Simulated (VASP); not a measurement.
# Mo (Cmme) in VASP: single point with LDA

Aim: the single point of Mo with LDA.

Program: VASP 6.6.1. These are calculated values, not measurements. Logs are shortened: lines on timing, memory, paths and dates and some standing lists are left out, and cuts for length are marked.

## (1) The cell of the first run

Symmetry: Cmme, No. 67, orthorhombic system. The conventional cell has a = 3.142 Å, b = 4.443 Å, c = 9.887 Å, α = 90.00°, β = 90.00°, γ = 90.00°. Within 3.6 Å of Mo (site symmetry mm2) lie 12 Mo at 2.72 to 3.58 Å. Mo (site symmetry mm2) has 14 Mo at 2.72 to 3.14 Å within 3.6 Å.

## (2) Single point, LDA (the distance across one plane changed)

Contents of INCAR:

```
SYSTEM = Mo
ALGO = Fast
EDIFF = 1E-6
ENCUT = 520
GGA = CA
ISIF = 2
ISMEAR = 0
LASPH = .True.
LCHARG = .False.
LREAL = .False.
LWAVE = .False.
NBANDS = 36
NELM = 80
PREC = Accurate
SIGMA = 0.15
```

Contents of KPOINTS:

```
k-points
0
Gamma
  18 18 6
  0 0 0
```

Contents of POSCAR:

```
Mo
1.0
   -1.5710000000      1.5710000000     -1.5710000000
   -1.5710000000     -1.5710000000      1.5710000000
    0.0000000000      6.9911067812      6.9911067812
Mo
4
Direct
    0.0000000000      0.0000000000      0.7864992157
    0.5000000000      0.5000000000      0.1123570308
    0.0000000000      0.0000000000      0.3370710924
    0.5000000000      0.5000000000      0.5617851540
```

Potentials or basis: VASP PAW LDA potentials, release 64 (Mo_sv).

The run is started by

```
> cat potpaw_LDA.64/Mo_sv/POTCAR > POTCAR
> mpirun -np 1 vasp_std > vasp.out
```

OUTCAR:

```text
SYSTEM = Mo
   EDIFF = 1E-6
   ENCUT = 520
   GGA = CA
   ISIF = 2
   ISMEAR = 0
   LASPH = .True.
   LREAL = .False.
   NELM = 80
   PREC = Accurate

 ion  position               nearest neighbor table
   1  0.000  0.000  0.786-   4 2.72   4 2.72   4 3.14   4 3.14
   2  0.500  0.500  0.112-   3 2.72   3 2.72   3 3.14   3 3.14
   3  0.000  0.000  0.337-   4 2.72   4 2.72   2 2.72   2 2.72   4 3.14   4 3.14   2 3.14   2 3.14

   4  0.500  0.500  0.562-   3 2.72   3 2.72   1 2.72   1 2.72   3 3.14   3 3.14   1 3.14   1 3.14

  LATTYP: Found a base centered orthorhombic cell.
 ALAT       =     3.1420000000
 B/A-ratio  =     1.4142135624
 C/A-ratio  =     3.1466957435

  Lattice vectors:

 A1 = (  -1.5710000000,   1.5710000000,  -1.5710000000)
 A2 = (  -1.5710000000,  -1.5710000000,   1.5710000000)
 A3 = (   0.0000000000,   6.9911067812,   6.9911067812)

Analysis of symmetry for initial positions (statically):
=====================================================================
 Subroutine PRICEL returns:
 Original cell was already a primitive cell.

 Routine SETGRP: Setting up the symmetry group for a
 base centered orthorhombic supercell.

 Subroutine GETGRP returns: Found  8 space group operations
 (whereof  4 operations were pure point group operations)
 out of a pool of  8 trial point group operations.

The static configuration has the point symmetry C_2v.
 The point group associated with its full space group is D_2h.

Analysis of symmetry for dynamics (positions and initial velocities):
=====================================================================
 Subroutine PRICEL returns:
 Original cell was already a primitive cell.

 Routine SETGRP: Setting up the symmetry group for a
 base centered orthorhombic supercell.

 Subroutine GETGRP returns: Found  8 space group operations
 (whereof  4 operations were pure point group operations)
 out of a pool of  8 trial point group operations.

The dynamic configuration has the point symmetry C_2v.
 The point group associated with its full space group is D_2h.

 Subroutine INISYM returns: Found  8 space group operations
 (whereof  4 operations are pure point group operations),
 and found     1 'primitive' translations

----------------------------------------------------------------------------------------

                                     Primitive cell

  volume of cell :      69.0174

  direct lattice vectors                    reciprocal lattice vectors
    -1.571000000  1.571000000 -1.571000000    -0.318268619  0.159134309 -0.159134309
    -1.571000000 -1.571000000  1.571000000    -0.318268619 -0.159134309  0.159134309
     0.000000000  6.991106781  6.991106781     0.000000000  0.071519434  0.071519434

  length of vectors
     2.721051819  2.721051819  9.886918026     0.389797858  0.389797858  0.101143754

  position of ions in fractional coordinates (direct lattice)
     0.000000000  0.000000000  0.786499216
     0.500000000  0.500000000  0.112357031
     0.000000000  0.000000000  0.337071092
     0.500000000  0.500000000  0.561785154

  ion indices of the primitive-cell ions
   primitive index   ion index
                 1           1
                 2           2
                 3           3
                 4           4

----------------------------------------------------------------------------------------

 KPOINTS: k-points

Automatic generation of k-mesh.
 Grid dimensions read from file:
 generate k-points for:   18   18    6

 Generating k-lattice:

  Cartesian coordinates                     Fractional coordinates (reciprocal lattice)
    -0.017681590  0.008840795 -0.008840795     0.055555556  0.000000000  0.000000000
    -0.017681590 -0.008840795  0.008840795     0.000000000  0.055555556  0.000000000
     0.000000000  0.011919906  0.011919906     0.000000000  0.000000000  0.166666667

  Length of vectors
     0.021655437  0.021655437  0.016857292

  Shift w.r.t. Gamma in fractional coordinates (k-lattice)
     0.000000000  0.000000000  0.000000000

 Subroutine IBZKPT returns following result:
 ===========================================

 Found    364 irreducible k-points:

 Following reciprocal coordinates:
            Coordinates               Weight
  0.000000  0.000000  0.000000      1.000000
  0.055556  0.000000  0.000000      4.000000
  0.111111  0.000000  0.000000      4.000000
  0.166667  0.000000  0.000000      4.000000
  0.222222  0.000000  0.000000      4.000000
  0.277778  0.000000  0.000000      4.000000
[... 16 lines left out ...]
 -0.277778  0.055556  0.000000      4.000000
 -0.222222  0.055556  0.000000      4.000000
 [... further k-points ...]
   k-points           NKPTS =    364   k-points in BZ     NKDIM =    364   number of bands    NBANDS=     36
   number of dos      NEDOS =    301   number of ions     NIONS =      4
   total plane-waves  NPLWV =  32000
   dimension x,y,z NGX =    20 NGY =   20 NGZ =   80
   dimension x,y,z NGXF=    40 NGYF=   40 NGZF=  160
   ions per type =               4
   NGX,Y,Z   is equivalent  to a cutoff of  12.22, 12.22, 13.45 a.u.
   NGXF,Y,Z  is equivalent  to a cutoff of  24.44, 24.44, 26.90 a.u.
 SYSTEM =  Mo
   PREC   = accura    normal or accurate (medium, high low for compatibility)
   ISTART =      0    job   : 0-new  1-cont  2-samecut
   ICHARG =      2    charge: 1-file 2-atom 10-const
   ISPIN  =      1    spin polarized calculation?
   LNONCOLLINEAR =      F non collinear calculations
   LSORBIT =      F    spin-orbit coupling
   LASPH  =      T    aspherical Exc in radial PAW
   ENCUT  =  520.0 eV  38.22 Ry    6.18 a.u.   5.06  5.06 18.38*2*pi/ulx,y,z
   NELM   =     80;   NELMIN=  2; NELMDL= -5     # of ELM steps
   EDIFF  = 0.1E-05   stopping-criterion for ELM
   LREAL  =      F    real-space projection
   EDIFFG = 0.1E-04   stopping-criterion for IOM
   NSW    =      0    number of steps for IOM
   IBRION =     -1    ionic relax: 0-MD 1-quasi-New 2-CG
   NFREE  =      0    steps in history (QN), initial steepest desc. (CG)
   ISIF   =      2    stress and relaxation
   ISYM   =      2    0-nonsym 1-usesym 2-fastsym
   POTIM  = 0.5000    time-step for ionic-motion
   TEBEG  =    0.0;   TEEND  =   0.0 temperature during run
   PSTRESS=    0.0 pullay stress
   NELECT =      56.0000    total number of electrons
   NUPDOWN=      -1.0000    fix difference up-down
   EMIN   =  10.00;   EMAX   =-10.00  energy-range for DOS
   EFERMI =   0.00;   METHOD = LEGACY
   ISMEAR =     0;   SIGMA  =   0.15  broadening in eV -4-tet -1-fermi 0-gaus
   EFERMI_NEDOS =   21; number of points for ismear=-14 and -15
   IALGO  =     68    algorithm
   IMIX   =      4    mixing-type and parameters
     AMIX     =   0.40;   BMIX     =  1.00
     AMIX_MAG =   1.60;   BMIX_MAG =  1.00
  volume/ion in A,a.u.               =      17.25       116.44
  Fermi-wavevector in a.u.,A,eV,Ry     =   1.526926  2.885472 31.722037  2.331504
  Thomas-Fermi vector in A             =   2.634893
   LORBIT       =      0    0 simple, 1 ext, 2 COOP (PROOUT), +10 PAW based schemes
   GGA     = CA    functional components
   LHFCALC =     F    Hartree Fock is set to
   AEXX    =    0.0000 exact exchange contribution
   IVDW    =     0    specifies the selected vdW correction
   LEPSILON=     F    determine dielectric tensor
   LRPA    =     F    only Hartree local field effects (RPA)
 non-spin polarized calculation
 RMM-DIIS sequential band-by-band and
 Gauss-broadening in eV      SIGMA  =   0.15
  energy-cutoff  :      520.00
  volume of cell :       69.02
 maximum number of plane-waves:      1894
   NGX = 11   NGY = 11   NGZ = 37

 number of electron      55.9999993 magnetization

 Free energy of the ion-electron system (eV)
  ---------------------------------------------------
  ext. energy  EPLUGINS =         0.00000000
  ---------------------------------------------------
  free energy    TOTEN  =       -46.97768617 eV

  energy without entropy =      -46.94198518  energy(sigma->0) =      -46.95983567

 E-fermi :  10.9063     XC(G=0): -12.9564

 val. band max:       10.9021487117   @ k =  -0.4444   0.3889   0.1667
 cond. band min:      10.9064783986   @ k =  -0.2222   0.2222   0.3333
 fundamental gap:      0.0043296869
 Fermi energy:        10.9062557224

 k-point     1 :       0.0000    0.0000    0.0000
  band No.  band energies     occupation
      1     -50.0296      2.00000
      2     -49.9406      2.00000
      3     -49.8529      2.00000
      4     -49.7975      2.00000
      5     -24.7845      2.00000
      6     -24.3945      2.00000
[... 28 lines left out ...]
     35      12.5728      0.00000
     36      12.7775      0.00000

 k-point     2 :       0.0556    0.0000    0.0000
  band No.  band energies     occupation
      1     -50.0238      2.00000
      2     -49.9359      2.00000
      3     -49.8494      2.00000
      4     -49.7950      2.00000
      5     -24.7736      2.00000
      6     -24.3951      2.00000
[... 28 lines left out ...]
     35      12.5770      0.00000
     36      12.8482      0.00000

 k-point     3 :       0.1111    0.0000    0.0000
  band No.  band energies     occupation
      1     -50.0069      2.00000
      2     -49.9222      2.00000
      3     -49.8392      2.00000
      4     -49.7879      2.00000
      5     -24.7420      2.00000
      6     -24.4000      2.00000
[... 28 lines left out ...]
     35      12.5058      0.00000
     36      12.9829      0.00000
[... 742 lines left out ...]
 k-point    23 :      -0.2778    0.0556    0.0000
  band No.  band energies     occupation
      1     -49.9181      2.00000
      2     -49.8492      2.00000
      3     -49.7826      2.00000
      4     -49.7460      2.00000
      5     -24.6104      2.00000
      6     -24.5159      2.00000
[... 28 lines left out ...]
     35      12.8644      0.00000
     36      13.2217      0.00000

 k-point    24 :      -0.2222    0.0556    0.0000
  band No.  band energies     occupation
      1     -49.9539      2.00000
      2     -49.8772      2.00000
      3     -49.8024      2.00000
      4     -49.7585      2.00000
      5     -24.6576      2.00000
      6     -24.4300      2.00000
[... 28 lines left out ...]
     35      12.4533      0.00000
     36      13.1830      0.00000

 [... further k-points ...]

------------------------ aborting loop because EDIFF is reached ----------------------------------------

  FORCE on cell =-STRESS in cart. coord.  units (eV):
  Direction    XX          YY          ZZ          XY          YZ          ZX
  --------------------------------------------------------------------------------------
  -------------------------------------------------------------------------------------
  Total       -6.2349708     -7.6628364     -7.6628364      0.0000000     -1.1902550      0.0000000
  in kB     -144.7393809   -177.8860290   -177.8860290      0.0000000    -27.6307265      0.0000000
  external PRESSURE =    -166.8371463 kB  Pullay stress =       0.0000000 kB

 VOLUME and BASIS-vectors are now :
 -----------------------------------------------------------------------------
  energy-cutoff  :      520.00
  volume of cell :       69.02
      direct lattice vectors                 reciprocal lattice vectors
    -1.571000000  1.571000000 -1.571000000    -0.318268619  0.159134309 -0.159134309
    -1.571000000 -1.571000000  1.571000000    -0.318268619 -0.159134309  0.159134309
     0.000000000  6.991106781  6.991106781     0.000000000  0.071519434  0.071519434

 POSITION                                       TOTAL-FORCE (eV/Angst)
 -----------------------------------------------------------------------------------
      0.00000      5.49850      5.49850         0.000000      0.591360      0.591360
     -1.57100      0.78550      0.78550        -0.000000     -0.591360     -0.591360
      0.00000      2.35650      2.35650         0.000000     -0.222381     -0.222381
     -1.57100      3.92750      3.92750        -0.000000      0.222381      0.222381
 -----------------------------------------------------------------------------------
    total drift:                                0.000000      0.000036      0.000036

  FREE ENERGIE OF THE ION-ELECTRON SYSTEM (eV)
  ---------------------------------------------------
  free  energy   TOTEN  =       -46.9776861732 eV

  energy  without entropy=      -46.9419851759  energy(sigma->0) =      -46.95983567
```

Wall time 7.8 min (1 thread of Intel Xeon 6975P-C (Granite Rapids), shared host); peak memory 0.64 GiB.

Results:

* Free energy: -46.9777 eV
* Pressure: -16.7 GPa
* Largest force: 0.836 eV/Å
* Band gap on the k mesh: zero (bands 28 and 29 overlap by 2.41 eV)

Forces on the atoms (eV/Å):
```
Mo   0.000  0.591  0.591
Mo   0.000 -0.591 -0.591
Mo   0.000 -0.222 -0.222
Mo   0.000  0.222  0.222
```

Caveat: the cell differs from its parent crystal (the distance across one plane changed); the cell stands under tension.
